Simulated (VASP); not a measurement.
Write the native input for VASP 6.6.1 that does the following.

- Task: relaxation of cell and atoms
- Functional: LDA
- Potentials or basis: VASP PAW LDA potentials, release 64 (Se)
- Cutoff: 600 eV
- k mesh: 12 × 12 × 8
- Occupations: gaussian, width 0.05 eV
- Spin: no spin polarisation
- Dipole correction: no
- Further INCAR settings: ALGO = Normal; EDIFF = 1e-06; IBRION = 2; EDIFFG = -0.01; NSW = 80; ISIF = 3

The structure of Se lies in POSCAR:

```
Se
1.0
    4.3662000000      0.0000000000      0.0000000000
   -2.1831000000      3.7812401180      0.0000000000
    0.0000000000      0.0000000000      4.9536000000
Se
3
Direct
    0.2254000000      0.0000000000      0.8333333333
    0.0000000000      0.2254000000      0.1666666667
    0.7746000000      0.7746000000      0.5000000000
```

One way to write it, as run:

INCAR

```
PREC = Accurate ; ENCUT = 600
EDIFF = 1E-6 ; ISMEAR = 0
SIGMA = 0.05 ; LREAL = False
LASPH = True ; NELM = 60
ALGO = Normal ; ISIF = 3
LWAVE = False ; LCHARG = False
IBRION = 2 ; NSW = 80
EDIFFG = -0.01
```

KPOINTS

```
Automatic mesh
0
Gamma
  12 12 8
```

Potentials or basis: VASP PAW LDA potentials, release 64 (Se).

The run is started by

```console
$ cat potpaw_LDA.64/Se/POTCAR > POTCAR
$ mpirun -np 1 vasp_std > vasp.out
```

Results of the run:

The relaxed volume is 23.03 Å³/atom and the relaxed cell is a = 3.945 Å, b = 3.945 Å, c = 5.124 Å, α = 90.00°, β = 90.00°, γ = 120.00°. The space group after relaxing (to 0.1 Å) is P3_121 (No. 152), the energy gained by relaxing is 51.5 meV/atom and the ionic steps are 17. The pressure after relaxing is 0.0 GPa and the band gap on the k mesh is 0.27 eV.

Caveat: the volume moved by over 15 % at a fixed basis, so the end points are rough; semilocal functionals underestimate gaps, and a narrow one can read as zero.

It took 6.8 min on 1 thread of Intel(R) Xeon(R) 6975P-C (Granite Rapids), with other jobs on the host, peak memory 0.29 GiB.
